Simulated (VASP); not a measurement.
# In3GaN2 (P4/mmm) in VASP: a series of runs

Runs on In3GaN2. Level: PBE. Tasks: single point, relaxation of cell and atoms.

Program: VASP 6.6.1. These are calculated values, not measurements. Logs are shortened: lines on timing, memory, paths and dates and some standing lists are left out, and cuts for length are marked.

## 1. The cell of the first run

It takes space group P4/mmm (No. 123, tetragonal). The conventional cell has a = 4.675 Å, b = 4.675 Å, c = 6.103 Å, α = 90.00°, β = 90.00°, γ = 90.00°. Within 3.1 Å of In (site symmetry mmm) lie 2 In at 2.34 Å and 4 N at 2.83 Å. Within 2.1 Å of In (site symmetry 4/mmm) lie 2 N at 1.60 Å. Ga (site symmetry 4/mmm) has 2 N at 1.45 Å within 1.9 Å. Within 1.9 Å of N (site symmetry 4mm) lie 1 Ga at 1.45 Å and 1 In at 1.60 Å.

The cell was built from a structure type or drawn by symmetry, and may not be a known phase.

## 2. Single point, PBE

INCAR reads:

```
PREC     = Accurate       # precision mode
ENCUT    = 520            # plane-wave cutoff, eV
EDIFF    = 1E-7           # SCF threshold, eV
ISMEAR   = 0              # smearing method
SIGMA    = 0.1            # smearing width, eV
LREAL    = F              # projectors in reciprocal space
LASPH    = T              # aspherical terms in the spheres
NELM     = 80             # most SCF steps
ALGO     = Normal         # electronic algorithm
ISIF     = 2              # what is computed and relaxed
LWAVE    = F              # write WAVECAR
LCHARG   = F              # write CHGCAR
GGA      = PE             # functional
NBANDS   = 40             # bands
```

KPOINTS reads:

```
Automatic mesh
0
Gamma
  4 4 4
```

POSCAR reads:

```
In3GaN2
1.0
    4.6748468600      0.0000000000      0.0000000000
    0.0000000000      4.6748468600      0.0000000000
    0.0000000000      0.0000000000      6.1031761600
In Ga N
3 1 2
Direct
    0.0000000000      0.5000000000      0.5000000000
    0.5000000000      0.0000000000      0.5000000000
    0.5000000000      0.5000000000      0.5000000000
    0.5000000000      0.5000000000      0.0000000000
    0.5000000000      0.5000000000      0.7625267700
    0.5000000000      0.5000000000      0.2374732300
```

Potentials or basis: VASP PAW PBE potentials, release 64 (In_d, Ga_d, N).

Launch:

```console
> cat potpaw_PBE.64/In_d/POTCAR potpaw_PBE.64/Ga_d/POTCAR potpaw_PBE.64/N/POTCAR > POTCAR
> mpirun -np 1 vasp_std > vasp.out
```

OUTCAR:

```text
PREC = Accurate
   ENCUT = 520
   EDIFF = 1E-7
   ISMEAR = 0
   LREAL = F
   LASPH = T
   NELM = 80
   ISIF = 2
   GGA = PE

 ion  position               nearest neighbor table
   1  0.000  0.500  0.500-   3 2.34   3 2.34   6 2.83   5 2.83   5 2.83   6 2.83   2 3.31   2 3.31
                             2 3.31   2 3.31
   2  0.500  0.000  0.500-   3 2.34   3 2.34   6 2.83   5 2.83   5 2.83   6 2.83   1 3.31   1 3.31
                             1 3.31   1 3.31
   3  0.500  0.500  0.500-   5 1.60   6 1.60   1 2.34   2 2.34   2 2.34   1 2.34   4 3.05   4 3.05

   4  0.500  0.500  0.000-   5 1.45   6 1.45   3 3.05   3 3.05
   5  0.500  0.500  0.763-   4 1.45   3 1.60   1 2.83   2 2.83   2 2.83   1 2.83
   6  0.500  0.500  0.237-   4 1.45   3 1.60   1 2.83   2 2.83   2 2.83   1 2.83

  LATTYP: Found a simple tetragonal cell.
 ALAT       =     4.6748468600
 C/A-ratio  =     1.3055349924

  Lattice vectors:

 A1 = (   4.6748468600,   0.0000000000,   0.0000000000)
 A2 = (   0.0000000000,   4.6748468600,   0.0000000000)
 A3 = (   0.0000000000,   0.0000000000,   6.1031761600)

Analysis of symmetry for initial positions (statically):
=====================================================================
 Subroutine PRICEL returns:
 Original cell was already a primitive cell.

 Routine SETGRP: Setting up the symmetry group for a
 simple tetragonal supercell.

 Subroutine GETGRP returns: Found 16 space group operations
 (whereof 16 operations were pure point group operations)
 out of a pool of 16 trial point group operations.

The static configuration has the point symmetry D_4h.

Analysis of symmetry for dynamics (positions and initial velocities):
=====================================================================
 Subroutine PRICEL returns:
 Original cell was already a primitive cell.

 Routine SETGRP: Setting up the symmetry group for a
 simple tetragonal supercell.

 Subroutine GETGRP returns: Found 16 space group operations
 (whereof 16 operations were pure point group operations)
 out of a pool of 16 trial point group operations.

The dynamic configuration has the point symmetry D_4h.

 Subroutine INISYM returns: Found 16 space group operations
 (whereof 16 operations are pure point group operations),
 and found     1 'primitive' translations

----------------------------------------------------------------------------------------

                                     Primitive cell

  volume of cell :     133.3800

  direct lattice vectors                    reciprocal lattice vectors
     4.674846860  0.000000000  0.000000000     0.213910750  0.000000000  0.000000000
     0.000000000  4.674846860  0.000000000     0.000000000  0.213910750  0.000000000
     0.000000000  0.000000000  6.103176160     0.000000000  0.000000000  0.163849113

  length of vectors
     4.674846860  4.674846860  6.103176160     0.213910750  0.213910750  0.163849113

  position of ions in fractional coordinates (direct lattice)
     0.000000000  0.500000000  0.500000000
     0.500000000  0.000000000  0.500000000
     0.500000000  0.500000000  0.500000000
     0.500000000  0.500000000  0.000000000
     0.500000000  0.500000000  0.762526770
     0.500000000  0.500000000  0.237473230

  ion indices of the primitive-cell ions
   primitive index   ion index
                 1           1
                 2           2
                 3           3
                 4           4
                 5           5
                 6           6

----------------------------------------------------------------------------------------

 KPOINTS: Automatic mesh

Automatic generation of k-mesh.
 Grid dimensions read from file:
 generate k-points for:    4    4    4

 Generating k-lattice:

  Cartesian coordinates                     Fractional coordinates (reciprocal lattice)
     0.053477688  0.000000000  0.000000000     0.250000000  0.000000000  0.000000000
     0.000000000  0.053477688  0.000000000     0.000000000  0.250000000  0.000000000
     0.000000000  0.000000000  0.040962278     0.000000000  0.000000000  0.250000000

  Length of vectors
     0.053477688  0.053477688  0.040962278

  Shift w.r.t. Gamma in fractional coordinates (k-lattice)
     0.000000000  0.000000000  0.000000000

 Subroutine IBZKPT returns following result:
 ===========================================

 Found     18 irreducible k-points:

 Following reciprocal coordinates:
            Coordinates               Weight
  0.000000  0.000000  0.000000      1.000000
  0.250000  0.000000  0.000000      4.000000
  0.500000  0.000000  0.000000      2.000000
  0.250000  0.250000  0.000000      4.000000
  0.500000  0.250000  0.000000      4.000000
  0.500000  0.500000  0.000000      1.000000
[... 10 lines left out ...]
  0.500000  0.250000  0.500000      4.000000
  0.500000  0.500000  0.500000      1.000000
   k-points           NKPTS =     18   k-points in BZ     NKDIM =     18   number of bands    NBANDS=     40
   number of dos      NEDOS =    301   number of ions     NIONS =      6
   total plane-waves  NPLWV =  62208
   dimension x,y,z NGX =    36 NGY =   36 NGZ =   48
   dimension x,y,z NGXF=    72 NGYF=   72 NGZF=   96
   ions per type =               3   1   2
   NGX,Y,Z   is equivalent  to a cutoff of  12.80, 12.80, 13.07 a.u.
   NGXF,Y,Z  is equivalent  to a cutoff of  25.60, 25.60, 26.15 a.u.
 SYSTEM =  unknown system
   PREC   = accura    normal or accurate (medium, high low for compatibility)
   ISTART =      0    job   : 0-new  1-cont  2-samecut
   ICHARG =      2    charge: 1-file 2-atom 10-const
   ISPIN  =      1    spin polarized calculation?
   LNONCOLLINEAR =      F non collinear calculations
   LSORBIT =      F    spin-orbit coupling
   LASPH  =      T    aspherical Exc in radial PAW
   ENCUT  =  520.0 eV  38.22 Ry    6.18 a.u.   8.69  8.69 11.35*2*pi/ulx,y,z
   NELM   =     80;   NELMIN=  2; NELMDL= -5     # of ELM steps
   EDIFF  = 0.1E-06   stopping-criterion for ELM
   LREAL  =      F    real-space projection
   EDIFFG = 0.1E-05   stopping-criterion for IOM
   NSW    =      0    number of steps for IOM
   IBRION =     -1    ionic relax: 0-MD 1-quasi-New 2-CG
   NFREE  =      0    steps in history (QN), initial steepest desc. (CG)
   ISIF   =      2    stress and relaxation
   ISYM   =      2    0-nonsym 1-usesym 2-fastsym
   POTIM  = 0.5000    time-step for ionic-motion
   TEBEG  =    0.0;   TEEND  =   0.0 temperature during run
   PSTRESS=    0.0 pullay stress
   NELECT =      62.0000    total number of electrons
   NUPDOWN=      -1.0000    fix difference up-down
   EMIN   =  10.00;   EMAX   =-10.00  energy-range for DOS
   EFERMI =   0.00;   METHOD = LEGACY
   ISMEAR =     0;   SIGMA  =   0.10  broadening in eV -4-tet -1-fermi 0-gaus
   EFERMI_NEDOS =   21; number of points for ismear=-14 and -15
   IALGO  =     38    algorithm
   IMIX   =      4    mixing-type and parameters
     AMIX     =   0.40;   BMIX     =  1.00
     AMIX_MAG =   1.60;   BMIX_MAG =  1.00
  volume/ion in A,a.u.               =      22.23       150.02
  Fermi-wavevector in a.u.,A,eV,Ry     =   1.268163  2.396481 21.881407  1.608238
  Thomas-Fermi vector in A             =   2.401273
   LORBIT       =      0    0 simple, 1 ext, 2 COOP (PROOUT), +10 PAW based schemes
   GGA     = PE    functional components
   LHFCALC =     F    Hartree Fock is set to
   AEXX    =    0.0000 exact exchange contribution
   IVDW    =     0    specifies the selected vdW correction
   LEPSILON=     F    determine dielectric tensor
   LRPA    =     F    only Hartree local field effects (RPA)
 non-spin polarized calculation
 Gauss-broadening in eV      SIGMA  =   0.10
  energy-cutoff  :      520.00
  volume of cell :      133.38
 maximum number of plane-waves:      3616
 NGX is ok and might be reduce to    36
   NGX = 17   NGY = 17   NGZ = 23

 number of electron      61.9999964 magnetization

 Free energy of the ion-electron system (eV)
  ---------------------------------------------------
  ext. energy  EPLUGINS =         0.00000000
  ---------------------------------------------------
  free energy    TOTEN  =        -5.25166735 eV

  energy without entropy =       -5.24473547  energy(sigma->0) =       -5.24820141

 E-fermi :   5.6056     XC(G=0):  -8.7711

 val. band max:        5.5706880219   @ k =   0.2500   0.2500   0.5000
 cond. band min:       5.7568722601   @ k =   0.2500   0.0000   0.2500
 fundamental gap:      0.1861842382
 Fermi energy:         5.6055864617

 k-point     1 :       0.0000    0.0000    0.0000
  band No.  band energies     occupation
      1     -16.0880      2.00000
      2     -13.4223      2.00000
      3     -13.2103      2.00000
      4     -12.1736      2.00000
      5     -12.1559      2.00000
      6     -12.1559      2.00000
[... 32 lines left out ...]
     39      11.9125      0.00000
     40      11.9126      0.00000

 k-point     2 :       0.2500    0.0000    0.0000
  band No.  band energies     occupation
      1     -16.0835      2.00000
      2     -13.4012      2.00000
      3     -12.9850      2.00000
      4     -12.1518      2.00000
      5     -12.0386      2.00000
      6     -12.0169      2.00000
[... 32 lines left out ...]
     39      11.4501      0.00000
     40      11.9392      0.00000

 k-point     3 :       0.5000    0.0000    0.0000
  band No.  band energies     occupation
      1     -16.0790      2.00000
      2     -13.3944      2.00000
      3     -12.7489      2.00000
      4     -12.1478      2.00000
      5     -11.8753      2.00000
      6     -11.8304      2.00000
[... 595 lines left out ...]
  band No.  band energies     occupation
      1     -15.6265      2.00000
      2     -14.4761      2.00000
      3     -12.4569      2.00000
      4     -11.9554      2.00000
      5     -11.7677      2.00000
      6     -11.7203      2.00000
[... 32 lines left out ...]
     39      11.2511      0.00000
     40      12.0566      0.00000

 k-point    18 :       0.5000    0.5000    0.5000
  band No.  band energies     occupation
      1     -15.6193      2.00000
      2     -14.4789      2.00000
      3     -11.8702      2.00000
      4     -11.7629      2.00000
      5     -11.7629      2.00000
      6     -11.5158      2.00000
[... 32 lines left out ...]
     39      12.8271      0.00000
     40      13.1981      0.00000

------------------------ aborting loop because EDIFF is reached ----------------------------------------

  FORCE on cell =-STRESS in cart. coord.  units (eV):
  Direction    XX          YY          ZZ          XY          YZ          ZX
  --------------------------------------------------------------------------------------
  -------------------------------------------------------------------------------------
  Total       33.3603856     33.3603856    115.3981308      0.0000000      0.0000000      0.0000000
  in kB      400.7291741    400.7291741   1386.1769531      0.0000000      0.0000000      0.0000000
  external PRESSURE =     729.2117671 kB  Pullay stress =       0.0000000 kB

 VOLUME and BASIS-vectors are now :
 -----------------------------------------------------------------------------
  energy-cutoff  :      520.00
  volume of cell :      133.38
      direct lattice vectors                 reciprocal lattice vectors
     4.674846860  0.000000000  0.000000000     0.213910750  0.000000000  0.000000000
     0.000000000  4.674846860  0.000000000     0.000000000  0.213910750  0.000000000
     0.000000000  0.000000000  6.103176160     0.000000000  0.000000000  0.163849113

 POSITION                                       TOTAL-FORCE (eV/Angst)
 -----------------------------------------------------------------------------------
      0.00000      2.33742      3.05159         0.000000      0.000000      0.000000
      2.33742      0.00000      3.05159         0.000000      0.000000      0.000000
      2.33742      2.33742      3.05159         0.000000      0.000000      0.000000
      2.33742      2.33742      0.00000         0.000000      0.000000      0.000000
      2.33742      2.33742      4.65384         0.000000     -0.000000      2.049190
      2.33742      2.33742      1.44934         0.000000      0.000000     -2.049190
 -----------------------------------------------------------------------------------
    total drift:                                0.000000      0.000000      0.000000

  FREE ENERGIE OF THE ION-ELECTRON SYSTEM (eV)
  ---------------------------------------------------
  free  energy   TOTEN  =        -5.2516673504 eV

  energy  without entropy=       -5.2447354745  energy(sigma->0) =       -5.24820141
```

Run time: 98 s. Hardware: 1 thread of Intel Xeon Platinum 8488C (Sapphire Rapids), shared host; peak memory 0.27 GiB.

What came out:

| Property | Result |
| --- | --- |
| Free energy | -5.2517 eV |
| Pressure | 72.9 GPa |
| Largest force | 2.049 eV/Å |
| Band gap on the k mesh | zero (bands 31 and 32 overlap by 1.79 eV) |

Forces on the atoms (eV/Å):
```
In   0.000  0.000  0.000
In   0.000  0.000  0.000
In   0.000  0.000  0.000
Ga   0.000  0.000  0.000
N    0.000  0.000  2.049
N    0.000  0.000 -2.049
```

Caveat: the cell stands under pressure; spin-orbit coupling is left out, which moves the levels of the heavy elements; forces of over 1 eV/Å act on the atoms, so gaps and moduli don't describe the material at rest.

## 3. Single point, PBE

This run uses another cell than the first one, of 44.01 Å³/atom.

INCAR reads:

```
SYSTEM = In3GaN2
PREC = Accurate
ENCUT = 520
EDIFF = 1E-6
ISMEAR = 0
SIGMA = 0.1
LREAL = .False.
LASPH = .True.
NELM = 100
ALGO = Normal
ISIF = 2
LWAVE = .False.
LCHARG = .False.
GGA = PE
NBANDS = 40
```

KPOINTS reads:

```
Automatic mesh
0
Gamma
  4 4 4
  0 0 0
```

POSCAR reads:

```
In3GaN2
1.0
    5.9003829719      0.0000000000      0.0000000000
    0.0000000000      5.9003829719      0.0000000000
    0.0000000000      0.0000000000      7.5843034059
In Ga N
3 1 2
Direct
    0.0000000000      0.5000000000      0.5000000000
    0.5000000000      0.0000000000      0.5000000000
    0.5000000000      0.5000000000      0.5000000000
    0.5000000000      0.5000000000      0.0000000000
    0.5000000000      0.5000000000      0.7700493154
    0.5000000000      0.5000000000      0.2299506846
```

Potentials or basis: VASP PAW PBE potentials, release 64 (In_d, Ga_d, N).

Launch:

```console
> cat potpaw_PBE.64/In_d/POTCAR potpaw_PBE.64/Ga_d/POTCAR potpaw_PBE.64/N/POTCAR > POTCAR
> mpirun -np 1 vasp_std > vasp.out
```

Wall time 3.5 min (1 thread of Intel Xeon Platinum 8488C (Sapphire Rapids), shared host); peak memory 0.44 GiB.

The run converged. Its results:

```yaml
Free_energy: -21.1339 eV
Pressure: 0.1 GPa
Largest_force: 0.069 eV/Å
Band_gap_on_the_k_mesh: zero (bands 31 and 32 overlap by 1.33 eV)
```

Forces on the atoms (eV/Å):
```
In   0.000  0.000  0.000
In   0.000  0.000  0.000
In   0.000  0.000  0.000
Ga   0.000  0.000  0.000
N    0.000  0.000  0.069
N    0.000  0.000 -0.069
```

Stress tensor (GPa, compression positive):
```
 0.27  0.00  0.00
 0.00  0.27  0.00
 0.00  0.00 -0.30
```

Levels at points of the mesh, in eV from the Fermi level:
```csv
k point,band 29,band 30,band 31,band 32,band 33,band 34
"(0.00, 0.00, 0.00)",-0.90,-0.90,-0.33,-0.33,0.78,0.90
"(0.50, 0.00, 0.00)",-1.19,-0.89,-0.47,-0.01,1.29,1.34
"(0.50, 0.50, 0.00)",-1.70,-1.17,-1.17,-0.65,2.36,2.36
"(0.00, 0.00, 0.50)",-1.82,-1.82,0.34,0.34,0.34,2.28
"(0.50, 0.00, 0.50)",-1.80,-0.83,0.67,0.87,1.13,1.31
"(0.50, 0.50, 0.50)",-0.82,-0.82,-0.63,-0.06,2.19,2.19
```

Caveat: spin-orbit coupling is left out, which moves the levels of the heavy elements.

(Part 1 of 2 ends here.)
